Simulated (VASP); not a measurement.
# TiAl3 (Pmm2) in VASP: a series of runs

TiAl3 is run at these levels: PBEsol; tasks: single point.

Everything below comes from runs of VASP 6.6.1. Logs are shortened: lines on timing, memory, paths and dates and some standing lists are left out, and cuts for length are marked.

## (1) The cell of the first run

The structure is orthorhombic, space group Pmm2 (No. 25). Conventional cell: a = 3.956 Å, b = 3.956 Å, c = 3.956 Å, α = 90.00°, β = 90.00°, γ = 90.00°. Within 3.7 Å of Ti (site symmetry mm2) lie 12 Al at 2.79 to 2.80 Å. Al (site symmetry mm2) has 4 Ti at 2.80 Å and 8 Al at 2.80 Å within 3.7 Å. Al (site symmetry mm2) has 4 Ti at 2.79 to 2.80 Å and 8 Al at 2.79 to 2.80 Å within 3.7 Å. Al (site symmetry mm2) has 8 Al at 2.79 to 2.80 Å and 4 Ti at 2.80 Å within 3.7 Å.

## (2) Single point, PBEsol

Contents of INCAR:

```
PREC = Accurate
ENCUT = 520
EDIFF = 1E-6
ISMEAR = -1
SIGMA = 0.1
LREAL = F
LASPH = T
NELM = 100
ALGO = Normal
ISIF = 2
LWAVE = F
LCHARG = F
GGA = PS
NBANDS = 18
```

Contents of KPOINTS:

```
Automatic mesh
0
Gamma
  6 6 6
```

Contents of POSCAR:

```
TiAl3
1.0
    3.9556700000      0.0000000000      0.0000000000
    0.0000000000      3.9556700000      0.0000000000
    0.0000000000      0.0000000000      3.9556700000
Ti Al
1 3
Direct
    0.0000000000      0.0000000000      0.0000000000
    0.5000000000      0.5000000000      0.0000000000
    0.5025280167      0.0000000000      0.5000000000
    0.0000000000      0.5000000000      0.5000000000
```

Potentials or basis: VASP PAW PBE potentials, release 64 (Ti_sv, Al).

Run with:

```console
> cat potpaw_PBE.64/Ti_sv/POTCAR potpaw_PBE.64/Al/POTCAR > POTCAR
> mpirun -np 1 vasp_std > vasp.out
```

OUTCAR:

```text
PREC = Accurate
   ENCUT = 520
   EDIFF = 1E-6
   ISMEAR = -1
   LREAL = F
   LASPH = T
   NELM = 100
   ISIF = 2
   GGA = PS

 ion  position               nearest neighbor table
   1  0.000  0.000  0.000-   3 2.79   3 2.79   4 2.80   2 2.80   4 2.80   2 2.80   4 2.80   4 2.80
                             2 2.80   2 2.80   3 2.80   3 2.80
   2  0.500  0.500  0.000-   1 2.80   4 2.80   4 2.80   1 2.80   1 2.80   4 2.80   4 2.80   1 2.80
                             3 2.80   3 2.80   3 2.80   3 2.80
   3  0.503  0.000  0.500-   1 2.79   4 2.79   1 2.79   4 2.79   2 2.80   2 2.80   2 2.80   2 2.80
                             1 2.80   4 2.80   1 2.80   4 2.80
   4  0.000  0.500  0.500-   3 2.79   3 2.79   1 2.80   1 2.80   2 2.80   1 2.80   2 2.80   1 2.80
                             2 2.80   2 2.80   3 2.80   3 2.80

  LATTYP: Found a simple cubic cell.
 ALAT       =     3.9556700000

  Lattice vectors:

 A1 = (   3.9556700000,   0.0000000000,   0.0000000000)
 A2 = (   0.0000000000,   3.9556700000,   0.0000000000)
 A3 = (   0.0000000000,   0.0000000000,   3.9556700000)

Analysis of symmetry for initial positions (statically):
=====================================================================
 Subroutine PRICEL returns:
 Original cell was already a primitive cell.

 Routine SETGRP: Setting up the symmetry group for a
 simple cubic supercell.

 Subroutine GETGRP returns: Found  4 space group operations
 (whereof  4 operations were pure point group operations)
 out of a pool of 48 trial point group operations.

The static configuration has the point symmetry C_2v.

Analysis of symmetry for dynamics (positions and initial velocities):
=====================================================================
 Subroutine PRICEL returns:
 Original cell was already a primitive cell.

 Routine SETGRP: Setting up the symmetry group for a
 simple cubic supercell.

 Subroutine GETGRP returns: Found  4 space group operations
 (whereof  4 operations were pure point group operations)
 out of a pool of 48 trial point group operations.

The dynamic configuration has the point symmetry C_2v.

 Subroutine INISYM returns: Found  4 space group operations
 (whereof  4 operations are pure point group operations),
 and found     1 'primitive' translations

----------------------------------------------------------------------------------------

                                     Primitive cell
[... 89 lines left out ...]
   ISPIN  =      1    spin polarized calculation?
   LNONCOLLINEAR =      F non collinear calculations
   LSORBIT =      F    spin-orbit coupling
   LASPH  =      T    aspherical Exc in radial PAW
   ENCUT  =  520.0 eV  38.22 Ry    6.18 a.u.   7.35  7.35  7.35*2*pi/ulx,y,z
   NELM   =    100;   NELMIN=  2; NELMDL= -5     # of ELM steps
   EDIFF  = 0.1E-05   stopping-criterion for ELM
   LREAL  =      F    real-space projection
   EDIFFG = 0.1E-04   stopping-criterion for IOM
   NSW    =      0    number of steps for IOM
   IBRION =     -1    ionic relax: 0-MD 1-quasi-New 2-CG
   NFREE  =      0    steps in history (QN), initial steepest desc. (CG)
   ISIF   =      2    stress and relaxation
   ISYM   =      2    0-nonsym 1-usesym 2-fastsym
   POTIM  = 0.5000    time-step for ionic-motion
   TEBEG  =    0.0;   TEEND  =   0.0 temperature during run
   PSTRESS=    0.0 pullay stress
   NELECT =      21.0000    total number of electrons
   NUPDOWN=      -1.0000    fix difference up-down
   EMIN   =  10.00;   EMAX   =-10.00  energy-range for DOS
   EFERMI =   0.00;   METHOD = LEGACY
   ISMEAR =    -1;   SIGMA  =   0.10  broadening in eV -4-tet -1-fermi 0-gaus
   EFERMI_NEDOS =   21; number of points for ismear=-14 and -15
   IALGO  =     38    algorithm
   IMIX   =      4    mixing-type and parameters
     AMIX     =   0.40;   BMIX     =  1.00
     AMIX_MAG =   1.60;   BMIX_MAG =  1.00
  volume/ion in A,a.u.               =      15.47       104.42
  Fermi-wavevector in a.u.,A,eV,Ry     =   1.141812  2.157712 17.738382  1.303734
  Thomas-Fermi vector in A             =   2.278511
   LORBIT       =      0    0 simple, 1 ext, 2 COOP (PROOUT), +10 PAW based schemes
   GGA     = PS    functional components
   LHFCALC =     F    Hartree Fock is set to
   AEXX    =    0.0000 exact exchange contribution
   IVDW    =     0    specifies the selected vdW correction
   LEPSILON=     F    determine dielectric tensor
   LRPA    =     F    only Hartree local field effects (RPA)
 non-spin polarized calculation
  energy-cutoff  :      520.00
  volume of cell :       61.90
 maximum number of plane-waves:      1743
 NGX is ok and might be reduce to    30
   NGX = 15   NGY = 15   NGZ = 15

 number of electron      20.9999997 magnetization

 Free energy of the ion-electron system (eV)
  ---------------------------------------------------
  ext. energy  EPLUGINS =         0.00000000
  ---------------------------------------------------
  free energy    TOTEN  =       -22.16781345 eV

  energy without entropy =      -22.10740001  energy(sigma->0) =      -22.13760673

 E-fermi :   8.9843     XC(G=0): -10.9151

 val. band max:        8.9773204184   @ k =   0.3333   0.3333   0.0000
 cond. band min:       9.0814146489   @ k =   0.3333   0.3333   0.1667
 fundamental gap:      0.1040942305
 Fermi energy:         8.9843496367

 k-point     1 :       0.0000    0.0000    0.0000
  band No.  band energies     occupation
      1     -47.6848      2.00000
      2     -24.0907      2.00000
      3     -24.0907      2.00000
      4     -24.0907      2.00000
      5      -1.7759      2.00000
      6       5.9338      2.00000
[... 481 lines left out ...]
      5       0.4489      2.00000
      6       1.3136      2.00000
[... 10 lines left out ...]
     17      13.2582      0.00000
     18      14.3590      0.00000

 [... further k-points ...]
[... 5 lines left out ...]
  --------------------------------------------------------------------------------------
  -------------------------------------------------------------------------------------
  Total       -0.1958782     -0.1962741     -0.1959102      0.0000000      0.0000000      0.0000000
  in kB       -5.0703339     -5.0805815     -5.0711630      0.0000000      0.0000000      0.0000000
  external PRESSURE =      -5.0740261 kB  Pullay stress =       0.0000000 kB

 VOLUME and BASIS-vectors are now :
 -----------------------------------------------------------------------------
  energy-cutoff  :      520.00
  volume of cell :       61.90
      direct lattice vectors                 reciprocal lattice vectors
     3.955670000  0.000000000  0.000000000     0.252801675  0.000000000  0.000000000
     0.000000000  3.955670000  0.000000000     0.000000000  0.252801675  0.000000000
     0.000000000  0.000000000  3.955670000     0.000000000  0.000000000  0.252801675

 POSITION                                       TOTAL-FORCE (eV/Angst)
 -----------------------------------------------------------------------------------
      0.00000      0.00000      0.00000         0.041246      0.000000      0.000000
      1.97784      1.97784      0.00000         0.003264      0.000000      0.000000
      1.98783      0.00000      1.97784        -0.073927      0.000000      0.000000
      0.00000      1.97784      1.97784         0.029417      0.000000      0.000000
 -----------------------------------------------------------------------------------
    total drift:                               -0.000061     -0.000000     -0.000000

  FREE ENERGIE OF THE ION-ELECTRON SYSTEM (eV)
  ---------------------------------------------------
  free  energy   TOTEN  =       -22.1678134494 eV

  energy  without entropy=      -22.1074000073  energy(sigma->0) =      -22.13760673
```

OSZICAR:

```text
N       E                     dE             d eps       ncg     rms          rms(c)
DAV:   1     0.120514642802E+03    0.12051E+03   -0.93112E+03  2304   0.108E+03
DAV:   2    -0.158452926810E+02   -0.13636E+03   -0.13291E+03  2410   0.283E+02
DAV:   3    -0.240326627106E+02   -0.81874E+01   -0.80093E+01  3530   0.649E+01
DAV:   4    -0.242674924669E+02   -0.23483E+00   -0.23377E+00  2924   0.978E+00
DAV:   5    -0.242751088838E+02   -0.76164E-02   -0.76142E-02  3324   0.174E+00    0.115E+01
DAV:   6    -0.231345575954E+02    0.11406E+01   -0.24023E+01  3228   0.357E+01    0.782E+00
DAV:   7    -0.222687552834E+02    0.86580E+00   -0.11137E+01  2922   0.221E+01    0.346E+00
DAV:   8    -0.222275280372E+02    0.41227E-01   -0.15086E+00  2976   0.891E+00    0.188E+00
DAV:   9    -0.221679253474E+02    0.59603E-01   -0.44405E-01  3046   0.475E+00    0.278E-01
DAV:  10    -0.221702590248E+02   -0.23337E-02   -0.11892E-02  3040   0.718E-01    0.372E-01
DAV:  11    -0.221679156873E+02    0.23433E-02   -0.80861E-03  3274   0.588E-01    0.966E-02
DAV:  12    -0.221678129569E+02    0.10273E-03   -0.77639E-04  3144   0.182E-01    0.390E-02
DAV:  13    -0.221678134494E+02   -0.49253E-06   -0.97099E-06  2514   0.245E-02
   1 F= -.22167813E+02 E0= -.22137607E+02  d E =-.604134E-01
```

It took 94 s on 1 thread of Intel Xeon 8259CL, shared host; peak memory 0.21 GiB.

Results:

```
Free energy            : -22.1678 eV
Pressure               : -0.5 GPa
Largest force          : 0.074 eV/Å
Band gap on the k mesh : zero (an odd number of electrons rules out a gap without spin polarisation)
```

Forces on the atoms (eV/Å):
```
Ti   0.041  0.000  0.000
Al   0.003  0.000  0.000
Al  -0.074  0.000  0.000
Al   0.029  0.000  0.000
```

Caveat: the PAW data sets were made with another functional, which shifts forces and pressure a little.

## (3) Single point, PBEsol

Contents of INCAR:

```
PREC = Accurate
ENCUT = 520
EDIFF = 1E-7
ISMEAR = -1
SIGMA = 0.1
LREAL = False
LASPH = True
NELM = 80
ALGO = Normal
ISIF = 2
LWAVE = False
LCHARG = False
GGA = PS
NBANDS = 18
```

Contents of KPOINTS:

```
regular mesh
0
Gamma
  6 6 6
```

POSCAR: that of step 2 with these lines changed.

```diff
@@ -10,3 +10,3 @@
     0.5000000000      0.5000000000      0.0000000000
-    0.5025280167      0.0000000000      0.5000000000
+    0.5050560335      0.0000000000      0.5000000000
     0.0000000000      0.5000000000      0.5000000000
```

Potentials or basis: VASP PAW PBE potentials, release 64 (Ti_sv, Al).

Run with:

```console
> cat potpaw_PBE.64/Ti_sv/POTCAR potpaw_PBE.64/Al/POTCAR > POTCAR
> mpirun -np 1 vasp_std > vasp.out
```

It took 1.9 min on 1 thread of Intel Xeon 8259CL, shared host; peak memory 0.21 GiB.

Results (log left out):

```
Free energy            : -22.1667 eV
Pressure               : -0.4 GPa
Largest force          : 0.148 eV/Å
Band gap on the k mesh : zero (an odd number of electrons rules out a gap without spin polarisation)
```

Forces in eV/Å, atoms in the order of the input:
```
Ti   0.083  0.000  0.000
Al   0.007  0.000  0.000
Al  -0.148  0.000  0.000
Al   0.059  0.000  0.000
```

Levels at points of the mesh, in eV from the Fermi level:
```tsv
k point	band 7	band 8	band 9	band 10	band 11	band 12	band 13	band 14
(0.00, 0.00, 0.00)	-3.05	-2.10	-2.10	-2.10	0.20	0.20	0.21	0.75
(0.50, 0.00, 0.00)	-2.21	-2.21	-2.15	0.45	0.80	0.80	0.99	1.07
(0.00, 0.50, 0.00)	-2.21	-2.21	-2.15	0.45	0.80	0.81	0.99	1.07
(0.00, 0.00, 0.50)	-2.21	-2.21	-2.15	0.45	0.80	0.80	0.99	1.07
(0.50, 0.50, 0.00)	-6.07	-4.99	-1.21	-1.21	0.68	0.92	1.16	1.19
(0.00, 0.50, 0.50)	-6.07	-4.99	-1.21	-1.21	0.68	0.92	1.16	1.19
(0.50, 0.00, 0.50)	-6.07	-4.99	-1.21	-1.21	0.68	0.92	1.16	1.19
(0.50, 0.50, 0.50)	-5.10	-4.92	-3.45	-3.45	-3.45	0.23	1.25	1.25
```

Caveat: the PAW data sets were made with another functional, which shifts forces and pressure a little.
